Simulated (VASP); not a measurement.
# Na2ZnF4 (C2/m) in VASP: single point with PBEsol

Aim: the single point of Na2ZnF4 with PBEsol.

Everything below comes from runs of VASP 6.6.1. Logs are shortened: lines on timing, memory, paths and dates and some standing lists are left out, and cuts for length are marked.

## 1. The cell of the first run

Symmetry: C2/m, No. 12, monoclinic system. The conventional cell has a = 10.301 Å, b = 3.174 Å, c = 5.861 Å, α = 90.00°, β = 109.12°, γ = 90.00°. Na (site symmetry m) has 6 F at 2.23 to 2.41 Å within 3.0 Å. Zn (site symmetry 2/m) has 6 F at 1.93 to 2.13 Å within 2.6 Å. F (site symmetry m) has 2 Zn at 2.13 Å and 3 Na at 2.34 to 2.41 Å and 5 F at 2.83 to 2.93 Å within 3.0 Å. F (site symmetry m) has 1 Zn at 1.93 Å and 3 Na at 2.23 to 2.26 Å within 2.6 Å.

## 2. Single point, PBEsol

INCAR

```
SYSTEM = Na2ZnF4
PREC = Accurate ; ENCUT = 520
EDIFF = 1E-6 ; ISMEAR = -1
SIGMA = 0.03 ; LREAL = .False.
LASPH = .True. ; NELM = 80
ALGO = Normal ; ISIF = 2
LWAVE = .False. ; LCHARG = .True.
GGA = PS ; LELF = .True.
LVHAR = .True. ; NBANDS = 36
```

KPOINTS

```
Automatic mesh
0
Gamma
  8 8 4
  0 0 0
```

POSCAR

```
Na2ZnF4
1.0
    5.1474102678     -1.5869236969      0.1838182535
    5.1474102678      1.5869236969      0.1838182535
   -2.1167292760      0.0000000000      5.4657394836
Na Zn F
2 1 4
Direct
    0.4661868918      0.4661868918      0.4486847667
    1.0469500427      1.0469500427      1.0165586401
    0.2565673382      0.2565673382      0.7326205794
    0.6478986524      0.6478986524      0.8337613586
    0.1158931511      0.1158931511      0.4196479905
    0.3972419508      0.3972419508      0.0455937616
    0.8652361030      0.8652361030      0.6314829031
```

Potentials or basis: VASP PAW PBE potentials, release 64 (Na_pv, Zn, F).

Started as:

```
cat potpaw_PBE.64/Na_pv/POTCAR potpaw_PBE.64/Zn/POTCAR potpaw_PBE.64/F/POTCAR > POTCAR
mpirun -np 1 vasp_std > vasp.out
```

OUTCAR:

```text
SYSTEM = Na2ZnF4
   PREC = Accurate
   ENCUT = 520
   EDIFF = 1E-6
   ISMEAR = -1
   LREAL = .False.
   LASPH = .True.
   NELM = 80
   ISIF = 2
   GGA = PS

 ion  position               nearest neighbor table
   1  0.466  0.466  0.449-   6 2.23   5 2.26   5 2.26   7 2.34   7 2.34
   2  0.047  0.047  0.017-   5 2.23   6 2.26   6 2.26   4 2.34   4 2.34
   3  0.257  0.257  0.733-   5 1.93   6 1.93   7 2.13   7 2.13   4 2.13   4 2.13
   4  0.648  0.648  0.834-   3 2.13   3 2.13   2 2.34   2 2.34
   5  0.116  0.116  0.420-   3 1.93   2 2.23   1 2.26   1 2.26
   6  0.397  0.397  0.046-   3 1.93   1 2.23   2 2.26   2 2.26
   7  0.865  0.865  0.631-   3 2.13   3 2.13   1 2.34   1 2.34

  LATTYP: Found a base centered monoclinic cell.
 ALAT       =    10.3013827451
 B/A-ratio  =     0.3080991623
 C/A-ratio  =     0.5689819779
 COS(beta)  =    -0.3276267703

  Lattice vectors:

 A1 = (   5.1474102678,  -1.5869236969,   0.1838182535)
 A2 = (   5.1474102678,   1.5869236969,   0.1838182535)
 A3 = (  -2.1167292760,   0.0000000000,   5.4657394836)

Analysis of symmetry for initial positions (statically):
=====================================================================
 Subroutine PRICEL returns:
 Original cell was already a primitive cell.

 Routine SETGRP: Setting up the symmetry group for a
 base centered monoclinic supercell.

 Subroutine GETGRP returns: Found  4 space group operations
 (whereof  2 operations were pure point group operations)
 out of a pool of  4 trial point group operations.

The static configuration has the point symmetry C_1h.
 The point group associated with its full space group is C_2h.

Analysis of symmetry for dynamics (positions and initial velocities):
=====================================================================
 Subroutine PRICEL returns:
 Original cell was already a primitive cell.

 Routine SETGRP: Setting up the symmetry group for a
 base centered monoclinic supercell.

 Subroutine GETGRP returns: Found  4 space group operations
 (whereof  2 operations were pure point group operations)
 out of a pool of  4 trial point group operations.

The dynamic configuration has the point symmetry C_1h.
 The point group associated with its full space group is C_2h.

 Subroutine INISYM returns: Found  4 space group operations
 (whereof  2 operations are pure point group operations),
 and found     1 'primitive' translations

----------------------------------------------------------------------------------------

                                     Primitive cell

  volume of cell :      90.5292

  direct lattice vectors                    reciprocal lattice vectors
     5.147410268 -1.586923697  0.183818254     0.095811174 -0.315075010  0.037105010
     5.147410268  1.586923697  0.183818254     0.095811174  0.315075010  0.037105010
    -2.116729276  0.000000000  5.465739484    -0.006444450  0.000000000  0.180462103

  length of vectors
     5.389614869  5.389614869  5.861301129     0.331404322  0.331404322  0.180577135

  position of ions in fractional coordinates (direct lattice)
     0.466186892  0.466186892  0.448684767
     0.046950043  0.046950043  0.016558640
     0.256567338  0.256567338  0.732620579
     0.647898652  0.647898652  0.833761359
     0.115893151  0.115893151  0.419647991
     0.397241951  0.397241951  0.045593762
     0.865236103  0.865236103  0.631482903

  ion indices of the primitive-cell ions
   primitive index   ion index
                 1           1
                 2           2
                 3           3
                 4           4
                 5           5
                 6           6
                 7           7

----------------------------------------------------------------------------------------

 KPOINTS: Automatic mesh

Automatic generation of k-mesh.
 Grid dimensions read from file:
 generate k-points for:    8    8    4

 Generating k-lattice:

  Cartesian coordinates                     Fractional coordinates (reciprocal lattice)
     0.011976397 -0.039384376  0.004638126     0.125000000  0.000000000 -0.000000000
     0.011976397  0.039384376  0.004638126     0.000000000  0.125000000 -0.000000000
    -0.001611113  0.000000000  0.045115526     0.000000000  0.000000000  0.250000000

  Length of vectors
     0.041425540  0.041425540  0.045144284

  Shift w.r.t. Gamma in fractional coordinates (k-lattice)
     0.000000000  0.000000000  0.000000000

 Subroutine IBZKPT returns following result:
 ===========================================

 Found     78 irreducible k-points:

 Following reciprocal coordinates:
            Coordinates               Weight
  0.000000  0.000000  0.000000      1.000000
  0.125000  0.000000  0.000000      4.000000
  0.250000  0.000000  0.000000      4.000000
  0.375000  0.000000  0.000000      4.000000
  0.500000  0.000000  0.000000      2.000000
  0.125000  0.125000  0.000000      2.000000
[... 16 lines left out ...]
  0.125000  0.000000  0.250000      4.000000
  0.250000  0.000000  0.250000      4.000000
 [... further k-points ...]
   k-points           NKPTS =     78   k-points in BZ     NKDIM =     78   number of bands    NBANDS=     36
   number of dos      NEDOS =    301   number of ions     NIONS =      7
   total plane-waves  NPLWV =  76800
   dimension x,y,z NGX =    40 NGY =   40 NGZ =   48
   dimension x,y,z NGXF=    80 NGYF=   80 NGZF=   96
   ions per type =               2   1   4
   NGX,Y,Z   is equivalent  to a cutoff of  12.34, 12.34, 13.61 a.u.
   NGXF,Y,Z  is equivalent  to a cutoff of  24.68, 24.68, 27.23 a.u.
 SYSTEM =  Na2ZnF4
   PREC   = accura    normal or accurate (medium, high low for compatibility)
   ISTART =      0    job   : 0-new  1-cont  2-samecut
   ICHARG =      2    charge: 1-file 2-atom 10-const
   ISPIN  =      1    spin polarized calculation?
   LNONCOLLINEAR =      F non collinear calculations
   LSORBIT =      F    spin-orbit coupling
   LASPH  =      T    aspherical Exc in radial PAW
   ENCUT  =  520.0 eV  38.22 Ry    6.18 a.u.  10.02 10.02 10.90*2*pi/ulx,y,z
   NELM   =     80;   NELMIN=  2; NELMDL= -5     # of ELM steps
   EDIFF  = 0.1E-05   stopping-criterion for ELM
   LREAL  =      F    real-space projection
   EDIFFG = 0.1E-04   stopping-criterion for IOM
   NSW    =      0    number of steps for IOM
   IBRION =     -1    ionic relax: 0-MD 1-quasi-New 2-CG
   NFREE  =      0    steps in history (QN), initial steepest desc. (CG)
   ISIF   =      2    stress and relaxation
   ISYM   =      2    0-nonsym 1-usesym 2-fastsym
   POTIM  = 0.5000    time-step for ionic-motion
   TEBEG  =    0.0;   TEEND  =   0.0 temperature during run
   PSTRESS=    0.0 pullay stress
   NELECT =      54.0000    total number of electrons
   NUPDOWN=      -1.0000    fix difference up-down
   EMIN   =  10.00;   EMAX   =-10.00  energy-range for DOS
   EFERMI =   0.00;   METHOD = LEGACY
   ISMEAR =    -1;   SIGMA  =   0.03  broadening in eV -4-tet -1-fermi 0-gaus
   EFERMI_NEDOS =   21; number of points for ismear=-14 and -15
   IALGO  =     38    algorithm
   IMIX   =      4    mixing-type and parameters
     AMIX     =   0.40;   BMIX     =  1.00
     AMIX_MAG =   1.60;   BMIX_MAG =  1.00
  volume/ion in A,a.u.               =      12.93        87.27
  Fermi-wavevector in a.u.,A,eV,Ry     =   1.378087  2.604206 25.839129  1.899122
  Thomas-Fermi vector in A             =   2.503180
   LORBIT       =      0    0 simple, 1 ext, 2 COOP (PROOUT), +10 PAW based schemes
   GGA     = PS    functional components
   LHFCALC =     F    Hartree Fock is set to
   AEXX    =    0.0000 exact exchange contribution
   IVDW    =     0    specifies the selected vdW correction
   LEPSILON=     F    determine dielectric tensor
   LRPA    =     F    only Hartree local field effects (RPA)
 non-spin polarized calculation
  energy-cutoff  :      520.00
  volume of cell :       90.53
 maximum number of plane-waves:      2466
   NGX = 21   NGY = 21   NGZ = 21

 number of electron      53.9999999 magnetization

 Free energy of the ion-electron system (eV)
  ---------------------------------------------------
  ext. energy  EPLUGINS =         0.00000000
  ---------------------------------------------------
  free energy    TOTEN  =       -29.90625416 eV

  energy without entropy =      -29.90625416  energy(sigma->0) =      -29.90625416

 E-fermi :  -0.9512     XC(G=0):  -9.3295

 val. band max:       -1.6899690849   @ k =  -0.1250   0.1250   0.5000
 cond. band min:       2.7011183945   @ k =   0.0000   0.0000   0.0000
 fundamental gap:      4.3910874793
 Fermi energy:        -0.9511689412

 k-point     1 :       0.0000    0.0000    0.0000
  band No.  band energies     occupation
      1     -22.5578      2.00000
      2     -22.3393      2.00000
      3     -22.3024      2.00000
      4     -22.0177      2.00000
      5     -21.4538      2.00000
      6     -21.4352      2.00000
[... 28 lines left out ...]
     35      14.1321      0.00000
     36      14.3141      0.00000

 k-point     2 :       0.1250    0.0000    0.0000
  band No.  band energies     occupation
      1     -22.5402      2.00000
      2     -22.3204      2.00000
      3     -22.2732      2.00000
      4     -22.0490      2.00000
      5     -21.4597      2.00000
      6     -21.4363      2.00000
[... 28 lines left out ...]
     35      12.5920      0.00000
     36      14.4833      0.00000

 k-point     3 :       0.2500    0.0000    0.0000
  band No.  band energies     occupation
      1     -22.4894      2.00000
      2     -22.2685      2.00000
      3     -22.2177      2.00000
      4     -22.1116      2.00000
      5     -21.4609      2.00000
      6     -21.4363      2.00000
[... 28 lines left out ...]
     35      11.7464      0.00000
     36      13.5637      0.00000

 k-point     4 :       0.3750    0.0000    0.0000
  band No.  band energies     occupation
      1     -22.4207      2.00000
      2     -22.2687      2.00000
      3     -22.1590      2.00000
      4     -22.1194      2.00000
      5     -21.4584      2.00000
      6     -21.4431      2.00000
[... 28 lines left out ...]
     35      11.4326      0.00000
     36      12.9366      0.00000

 k-point     5 :       0.5000    0.0000    0.0000
  band No.  band energies     occupation
      1     -22.3697      2.00000
      2     -22.3140      2.00000
      3     -22.1195      2.00000
      4     -22.1049      2.00000
      5     -21.4563      2.00000
      6     -21.4554      2.00000
[... 655 lines left out ...]
 k-point    22 :       0.0000    0.0000    0.2500
  band No.  band energies     occupation
      1     -22.5993      2.00000
      2     -22.3802      2.00000
      3     -22.2113      2.00000
      4     -22.0129      2.00000
      5     -21.4499      2.00000
      6     -21.4331      2.00000
[... 28 lines left out ...]
     35      13.2125      0.00000
     36      14.1032      0.00000

 k-point    23 :       0.1250    0.0000    0.2500
  band No.  band energies     occupation
      1     -22.5887      2.00000
      2     -22.3289      2.00000
      3     -22.2227      2.00000
      4     -22.0250      2.00000
      5     -21.4573      2.00000
      6     -21.4349      2.00000
[... 28 lines left out ...]
     35      12.4915      0.00000
     36      13.5732      0.00000

 k-point    24 :       0.2500    0.0000    0.2500
  band No.  band energies     occupation
      1     -22.5362      2.00000
      2     -22.2572      2.00000
      3     -22.2240      2.00000
      4     -22.0431      2.00000
      5     -21.4648      2.00000
      6     -21.4383      2.00000
[... 28 lines left out ...]
     35      12.1156      0.00000
     36      13.2060      0.00000

 [... further k-points ...]
[... 5 lines left out ...]
  --------------------------------------------------------------------------------------
  -------------------------------------------------------------------------------------
  Total        0.0849998      0.0831860      0.2325786      0.0000000      0.0000000      0.0923300
  in kB        1.5043173      1.4722176      4.1161533      0.0000000      0.0000000      1.6340481
  external PRESSURE =       2.3642294 kB  Pullay stress =       0.0000000 kB

 VOLUME and BASIS-vectors are now :
 -----------------------------------------------------------------------------
  energy-cutoff  :      520.00
  volume of cell :       90.53
      direct lattice vectors                 reciprocal lattice vectors
     5.147410268 -1.586923697  0.183818254     0.095811174 -0.315075010  0.037105010
     5.147410268  1.586923697  0.183818254     0.095811174  0.315075010  0.037105010
    -2.116729276  0.000000000  5.465739484    -0.006444450  0.000000000  0.180462103

 POSITION                                       TOTAL-FORCE (eV/Angst)
 -----------------------------------------------------------------------------------
      3.84957      0.00000      2.62378        -0.013775      0.000000     -0.001423
      0.44829      0.00000      0.10777         0.013775      0.000000      0.001423
      1.09056      0.00000      4.09864        -0.000000      0.000000      0.000000
      4.90515      0.00000      4.79531        -0.039233      0.000000      0.013243
      0.30482      0.00000      2.33629        -0.024883      0.000000     -0.076946
      3.99302      0.00000      0.39524         0.024883      0.000000      0.076946
      7.57077      0.00000      3.76961         0.039233      0.000000     -0.013243
 -----------------------------------------------------------------------------------
    total drift:                               -0.000524      0.000000     -0.041300

  FREE ENERGIE OF THE ION-ELECTRON SYSTEM (eV)
  ---------------------------------------------------
  free  energy   TOTEN  =       -29.9062541556 eV

  energy  without entropy=      -29.9062541556  energy(sigma->0) =      -29.90625416
```

It took 6.1 min on 1 thread of AMD EPYC 7R43 (Zen 3), shared host; peak memory 0.36 GiB.

Results:

```
Free energy            : -29.9063 eV
Pressure               : 0.2 GPa
Largest force          : 0.081 eV/Å
Band gap on the k mesh : 4.39 eV (least direct gap 4.77 eV)
```

Forces in eV/Å, atoms in the order of the input:
```
Na  -0.014  0.000 -0.001
Na   0.014  0.000  0.001
Zn   0.000  0.000  0.000
F   -0.039  0.000  0.013
F   -0.025  0.000 -0.077
F    0.025  0.000  0.077
F    0.039  0.000 -0.013
```

Stress tensor (GPa, compression positive):
```
0.15 0.00 0.16
0.00 0.15 0.00
0.16 0.00 0.41
```

Levels at points of the mesh, in eV from the valence-band top:
| k point | band 23 | band 24 | band 25 | band 26 | band 27 | band 28 | band 29 | band 30 | band 31 | band 32 |
| --- | --- | --- | --- | --- | --- | --- | --- | --- | --- | --- |
| (0.00, 0.00, 0.00) | -1.09 | -0.95 | -0.89 | -0.67 | -0.38 | 4.39 | 9.04 | 9.12 | 11.13 | 11.73 |
| (0.50, 0.00, 0.00) | -1.36 | -1.30 | -1.20 | -0.83 | -0.10 | 8.20 | 9.46 | 11.17 | 11.39 | 11.67 |
| (0.50, 0.50, 0.00) | -1.13 | -1.08 | -0.73 | -0.59 | -0.06 | 6.02 | 7.40 | 9.17 | 9.32 | 12.81 |
| (0.00, 0.00, 0.50) | -1.25 | -1.11 | -0.73 | -0.67 | -0.17 | 5.64 | 6.94 | 9.84 | 10.92 | 12.46 |
| (0.50, 0.00, 0.50) | -1.39 | -1.27 | -1.14 | -0.81 | -0.06 | 8.31 | 9.77 | 10.24 | 10.41 | 11.92 |
| (0.50, 0.50, 0.50) | -1.05 | -0.97 | -0.89 | -0.59 | -0.42 | 6.20 | 7.28 | 9.26 | 9.49 | 12.06 |

Caveat: the PAW data sets were made with another functional, which shifts forces and pressure a little. A k mesh can miss the band edges.
